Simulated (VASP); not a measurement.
Co, 1 atom in the cell. It takes space group Fm-3m (No. 225, cubic). Conventional cell: a = 3.355 Å, b = 3.355 Å, c = 3.355 Å, α = 90.00°, β = 90.00°, γ = 90.00°. Within 3.1 Å of Co (site symmetry m-3m) lie 12 Co at 2.37 Å. This isn't the form of Co at room conditions, which is hcp.

```yaml
Program: VASP 6.6.1
Task: single point
Functional: HSE06
Potentials_or_basis: VASP PAW PBE potentials, release 64 (Co_sv)
Cutoff: 510 eV
k_mesh: 6 × 6 × 6
Occupations: fermi-dirac, width 0.1 eV
Spin: no spin polarisation
Dipole_correction: no
Grid_for_exact_exchange_PRECFOCK: Normal
Further_INCAR_settings: ALGO = Normal; EDIFF = 1e-06; NBANDS = 14
Share_of_exact_exchange: 0.25
Screening_parameter: 0.2079 1/Å
```

Potentials or basis: VASP PAW PBE potentials, release 64 (Co_sv).

The run is started by

```bash
$ cat potpaw_PBE.64/Co_sv/POTCAR > POTCAR
$ cp INCAR.step1 INCAR
$ mpirun -np 1 vasp_std > vasp.out
$ cp INCAR.step2 INCAR
$ mpirun -np 1 vasp_std > vasp.out
```

Hardware: 1 thread of Intel(R) Xeon(R) 6975P-C (Granite Rapids), with other jobs on the host.

Q: How long does it take, and how much memory?

A: Wall time 5.6 min on 1 thread of Intel(R) Xeon(R) 6975P-C (Granite Rapids) (shared host), peak memory 0.21 GiB. Counts: k points 16.
